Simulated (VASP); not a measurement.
# Br (Fm-3m) in VASP: a series of runs, part 2 of 2

VASP 6.6.1. Earlier steps stand in the parts before.

### 3 Single point, r2SCAN

This run uses another cell than the first one, of 33.30 Å³/atom.

Contents of POSCAR:

```
Br
1.0
    0.0000000000      2.5535098143      2.5535098143
    2.5535098143      0.0000000000      2.5535098143
    2.5535098143      2.5535098143      0.0000000000
Br
1
Direct
    0.0000000000      0.0000000000      0.0000000000
```

Contents of INCAR.step1:

```
SYSTEM = Br
ALGO = Normal ; EDIFF = 1E-4
ENCUT = 520 ; GGA = PE
ISMEAR = 0 ; LASPH = .TRUE.
LCHARG = .FALSE. ; LREAL = .FALSE.
LWAVE = .TRUE. ; NBANDS = 10
NELM = 100 ; PREC = Accurate
SIGMA = 0.1
```

Contents of INCAR.step2:

```
SYSTEM = Br
ALGO = Normal ; EDIFF = 1E-7
ENCUT = 520 ; ISIF = 2
ISMEAR = 0 ; ISTART = 1
LASPH = .TRUE. ; LCHARG = .FALSE.
LMIXTAU = .TRUE. ; LREAL = .FALSE.
LWAVE = .FALSE. ; METAGGA = R2SCAN
NBANDS = 10 ; NELM = 100
PREC = Accurate ; SIGMA = 0.1
```

Contents of KPOINTS:

```
k-points
0
G
  6 6 6
  0 0 0
```

Potentials or basis: VASP PAW PBE potentials, release 64 (Br).

On the command line:

```console
$ cat potpaw_PBE.64/Br/POTCAR > POTCAR
$ cp INCAR.step1 INCAR
$ mpirun -np 1 vasp_std > vasp.out
$ cp INCAR.step2 INCAR
$ mpirun -np 1 vasp_std > vasp.out
```

It took 41 s on 1 thread of AMD EPYC 7R13, shared host; peak memory 0.13 GiB.

The run converged. Its results:

```
Free energy            : -12.4432 eV
Pressure               : -4.3 GPa
Band gap on the k mesh : zero (an odd number of electrons rules out a gap without spin polarisation)
```

Levels at points of the mesh, in eV from the Fermi level:
| k point | band 1 | band 2 | band 3 | band 4 | band 5 | band 6 | band 7 | band 8 |
| --- | --- | --- | --- | --- | --- | --- | --- | --- |
| (0.00, 0.00, 0.00) | -14.55 | 0.61 | 0.61 | 0.61 | 7.91 | 13.29 | 13.29 | 13.29 |
| (0.50, 0.00, 0.00) | -13.77 | -3.06 | 0.18 | 0.18 | 9.21 | 12.73 | 12.73 | 14.35 |
| (0.50, 0.50, 0.00) | -13.51 | -2.72 | -0.68 | -0.68 | 7.97 | 9.29 | 17.25 | 19.73 |

Caveat: the cell stands under tension; the PAW data sets were made with another functional, which shifts forces and pressure a little; an odd number of electrons without spin polarisation forces a metal; a magnetic or distorted state may lie lower.

### 4 Relaxation of cell and atoms, r2SCAN

This run uses another cell than the first one, of 33.30 Å³/atom.

POSCAR is that of step 3.

Contents of INCAR.step1:

```
PREC = Accurate
ENCUT = 600
ISMEAR = 0
SIGMA = 0.1
LREAL = F
LASPH = T
NELM = 60
GGA = PE
ALGO = Normal
EDIFF = 1E-4
LWAVE = T
LCHARG = F
```

Contents of INCAR.step2:

```
PREC = Accurate
ENCUT = 600
EDIFF = 1E-6
ISMEAR = 0
SIGMA = 0.1
LREAL = F
LASPH = T
NELM = 60
ALGO = Normal
ISIF = 3
LWAVE = F
LCHARG = F
METAGGA = R2SCAN
LMIXTAU = T
IBRION = 2
NSW = 90
EDIFFG = -0.04
ISTART = 1
```

Contents of KPOINTS:

```
Automatic mesh
0
Gamma
  6 6 6
```

On the command line:

```console
$ cat potpaw_PBE.64/Br/POTCAR > POTCAR
$ cp INCAR.step1 INCAR
$ mpirun -np 1 vasp_std > vasp.out
$ cp INCAR.step2 INCAR
$ mpirun -np 1 vasp_std > vasp.out
```

Wall time 1.9 min (1 thread of AMD EPYC 7R13, shared host); peak memory 0.15 GiB.

The run converged. Its results:

```yaml
Free_energy: -12.5744 eV
Relaxed_volume: 25.77 Å³/atom
Relaxed_cell: a = 3.316 Å, b = 3.316 Å, c = 3.316 Å, α = 60.00°, β = 60.00°, γ = 60.00°
Space_group_after_relaxing_to_0.1_Å: Fm-3m (No. 225)
Energy_gained_by_relaxing: 130.8 meV/atom
Ionic_steps: 4
Pressure_after_relaxing: 0.1 GPa
Band_gap_on_the_k_mesh: zero (an odd number of electrons rules out a gap without spin polarisation)
```

Step by step:
```csv
step,energy change (eV),largest force (eV/Å),pressure (GPa),volume (Å³)
1,0.0000,0.0000,-4.28,33.30
2,-0.0961,0.0000,-2.94,29.20
3,-0.1299,0.0000,-0.59,26.37
4,-0.1308,0.0000,0.15,25.77
```

Final structure:
```
CELL_PARAMETERS angstrom
0.00000 2.34446 2.34446
2.34446 0.00000 2.34446
2.34446 2.34446 0.00000
ATOMIC_POSITIONS crystal
Br 0.00000 0.00000 0.00000
```

Levels at points of the mesh, in eV from the Fermi level:
```tsv
k point	band 2	band 3	band 4	band 5	band 6	band 7
(0.00, 0.00, 0.00)	1.04	1.04	1.04	9.28	13.45	13.45
(0.50, 0.00, 0.00)	-4.64	0.35	0.35	9.34	12.77	12.77
(0.50, 0.50, 0.00)	-4.12	-1.03	-1.03	7.31	8.59	20.41
```

Caveat: the volume moved by over 15 % at a fixed basis, so the end points are rough; the PAW data sets were made with another functional, which shifts forces and pressure a little; an odd number of electrons without spin polarisation forces a metal; a magnetic or distorted state may lie lower.

### 5 Single point, r2SCAN

This run uses another cell than the first one, of 25.98 Å³/atom.

Contents of POSCAR:

```
Br
1.0
    0.0000000000      2.3507364162      2.3507364162
    2.3507364162      0.0000000000      2.3507364162
    2.3507364162      2.3507364162      0.0000000000
Br
1
Direct
    0.0000000000      0.0000000000      0.0000000000
```

Contents of INCAR.step1:

```
PREC = Accurate
ENCUT = 520
ISMEAR = 0
SIGMA = 0.1
LREAL = False
LASPH = True
NELM = 80
NBANDS = 10
GGA = PE
ALGO = Normal
EDIFF = 1E-4
LWAVE = True
LCHARG = False
```

Contents of INCAR.step2:

```
PREC = Accurate
ENCUT = 520
EDIFF = 1E-6
ISMEAR = 0
SIGMA = 0.1
LREAL = False
LASPH = True
NELM = 80
ALGO = Normal
ISIF = 2
LWAVE = False
LCHARG = False
METAGGA = R2SCAN
LMIXTAU = True
NBANDS = 10
ISTART = 1
```

Contents of KPOINTS:

```
regular mesh
0
Gamma
  16 16 16
```

On the command line:

```console
$ cat potpaw_PBE.64/Br/POTCAR > POTCAR
$ cp INCAR.step1 INCAR
$ mpirun -np 1 vasp_std > vasp.out
$ cp INCAR.step2 INCAR
$ mpirun -np 1 vasp_std > vasp.out
```

Run time: 3.8 min. Hardware: 1 thread of AMD EPYC 7R13, shared host; peak memory 0.16 GiB.

Results (log left out):

* Free energy: -12.5626 eV
* Pressure: 0.0 GPa
* Band gap on the k mesh: zero (an odd number of electrons rules out a gap without spin polarisation)

Levels at points of the mesh, in eV from the Fermi level:
```csv
k point,band 1,band 2,band 3,band 4,band 5,band 6,band 7,band 8
"(0.00, 0.00, 0.00)",-15.90,0.91,0.91,0.91,9.12,13.33,13.33,13.33
"(0.50, 0.00, 0.00)",-14.42,-4.69,0.24,0.24,9.23,12.66,12.66,15.59
"(0.50, 0.50, 0.00)",-13.92,-4.18,-1.13,-1.13,7.23,8.51,20.19,21.38
```

Caveat: the PAW data sets were made with another functional, which shifts forces and pressure a little; an odd number of electrons without spin polarisation forces a metal; a magnetic or distorted state may lie lower.

### 6 Relaxation of cell and atoms, r2SCAN

Contents of POSCAR:

```
Br
1.0
    0.0000000000      2.3439286613      2.3439286613
    2.3439286613      0.0000000000      2.3439286613
    2.3439286613      2.3439286613      0.0000000000
Br
1
Direct
    0.0000000000      0.0000000000      0.0000000000
```

Contents of INCAR.step1:

```
PREC = Accurate
ENCUT = 600
ISMEAR = 0
SIGMA = 0.1
LREAL = False
LASPH = True
NELM = 100
GGA = PE
ALGO = Normal
EDIFF = 1E-4
LWAVE = True
LCHARG = False
```

Contents of INCAR.step2:

```
PREC = Accurate
ENCUT = 600
EDIFF = 1E-6
ISMEAR = 0
SIGMA = 0.1
LREAL = False
LASPH = True
NELM = 100
ALGO = Normal
ISIF = 3
LWAVE = False
LCHARG = False
METAGGA = R2SCAN
LMIXTAU = True
IBRION = 2
NSW = 100
EDIFFG = -0.01
ISTART = 1
```

Contents of KPOINTS:

```
Automatic mesh
0
Gamma
  16 16 16
```

Potentials or basis: VASP PAW PBE potentials, release 64 (Br).

On the command line:

```console
$ cat potpaw_PBE.64/Br/POTCAR > POTCAR
$ cp INCAR.step1 INCAR
$ mpirun -np 1 vasp_std > vasp.out
$ cp INCAR.step2 INCAR
$ mpirun -np 1 vasp_std > vasp.out
```

It took 4.7 min on 1 thread of AMD EPYC 7R13, shared host; peak memory 0.16 GiB.

Results (log left out):

```yaml
Free_energy: -12.5630 eV
Relaxed_volume: 25.92 Å³/atom
Relaxed_cell: a = 3.322 Å, b = 3.322 Å, c = 3.322 Å, α = 60.00°, β = 60.00°, γ = 60.00°
Space_group_after_relaxing_to_0.1_Å: Fm-3m (No. 225)
Energy_gained_by_relaxing: 0.2 meV/atom
Ionic_steps: 2
Pressure_after_relaxing: 0.1 GPa
Band_gap_on_the_k_mesh: zero (an odd number of electrons rules out a gap without spin polarisation)
```

The path:
```tsv
step	energy change (eV)	largest force (eV/Å)	pressure (GPa)	volume (Å³)
1	0.0000	0.0000	0.27	25.76
2	-0.0002	0.0000	0.05	25.92
```

Final structure:
```
CELL_PARAMETERS angstrom
0.00000 2.34886 2.34886
2.34886 0.00000 2.34886
2.34886 2.34886 0.00000
ATOMIC_POSITIONS crystal
Br 0.00000 0.00000 0.00000
```

Levels at points of the mesh, in eV from the Fermi level:
```csv
k point,band 1,band 2,band 3,band 4,band 5,band 6,band 7
"(0.00, 0.00, 0.00)",-15.91,0.92,0.92,0.92,9.14,13.33,13.33
"(0.50, 0.00, 0.00)",-14.43,-4.71,0.24,0.24,9.23,12.66,12.66
"(0.50, 0.50, 0.00)",-13.92,-4.19,-1.13,-1.13,7.22,8.50,20.23
```

Caveat: the PAW data sets were made with another functional, which shifts forces and pressure a little; an odd number of electrons without spin polarisation forces a metal; a magnetic or distorted state may lie lower.

### 7 Summary

| task | cell | k mesh | cutoff (eV) | gap on the mesh (eV) | pressure (GPa) | relaxed volume (Å³/atom) |
| --- | --- | --- | --- | --- | --- | --- |
| single point | a = 3.315 Å, angles 60.0°, 1 atom | 6 × 6 × 6 | 520 | none | 0.2 | - |
| single point | a = 3.611 Å, angles 60.0°, 1 atom | 6 × 6 × 6 | 520 | none | -4.3 | - |
| relaxation of cell and atoms | relaxed from a = 3.611 Å, angles 60.0°, 1 atom | 6 × 6 × 6 | 600 | none | 0.1 | 25.77 |
| single point | a = 3.324 Å, angles 60.0°, 1 atom | 16 × 16 × 16 | 520 | none | 0.0 | - |
| relaxation of cell and atoms | relaxed from a = 3.315 Å, angles 60.0°, 1 atom | 16 × 16 × 16 | 600 | none | 0.1 | 25.92 |

Alike in all rows: level r2SCAN; potentials or basis VASP PAW PBE potentials, release 64 (Br); no spin polarisation; smearing gaussian 0.1 eV.

Caveats: some runs use coarse meshes; the PAW data sets were made with another functional, which shifts forces and pressure a little; an odd number of electrons without spin polarisation forces a metal; a magnetic or distorted state may lie lower; the cell stands under tension (at least some runs); the volume moved by over 15 % at a fixed basis, so the end points are rough (at least some runs).

Absolute energies hang on the potentials; compare differences alone.
